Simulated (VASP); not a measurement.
MgSe: single point with PBE

Crystal: MgSe.

```
Se Mg
1.0
     0.00000    2.70716    2.70716
     2.70716    0.00000    2.70716
     2.70716    2.70716    0.00000
Se Mg
1 1
Direct
  0.50000 0.50000 0.50000
  0.00000 0.00000 0.00000
```

* Program: VASP 6.6.1
* Task: single point
* Functional: PBE
* Potentials or basis: VASP PAW PBE potentials, release 64 (Se, Mg)
* Cutoff: 520 eV
* k mesh: 8 × 8 × 8
* Occupations: fermi-dirac, width 0.0308 eV
* Spin: no spin polarisation
* Dipole correction: no
* k mesh for the DOS: 12 × 12 × 12
* Occupations for the DOS: tetrahedron
* Further INCAR settings: ALGO = Normal; EDIFF = 1e-06; NBANDS = 11

```json
{
 "Valence electrons inside the program's atomic spheres": "Se 3.96; Mg 0.30"
}
```

Levels at points of the mesh, in eV from the valence-band top:
| k point | band 1 | band 2 | band 3 | band 4 | band 5 | band 6 | band 7 | band 8 |
| --- | --- | --- | --- | --- | --- | --- | --- | --- |
| (0.00, 0.00, 0.00) | -13.06 | 0.00 | 0.00 | 0.00 | 2.74 | 7.40 | 7.40 | 7.40 |
| (0.50, 0.00, 0.00) | -11.89 | -5.06 | -0.61 | -0.61 | 3.85 | 6.12 | 6.12 | 8.78 |
| (0.50, 0.50, 0.00) | -11.55 | -4.38 | -1.84 | -1.84 | 1.84 | 3.90 | 11.95 | 12.38 |

Wall time 42 s on 1 thread of Intel Xeon 8259CL, on a shared host, peak memory 0.17 GiB.
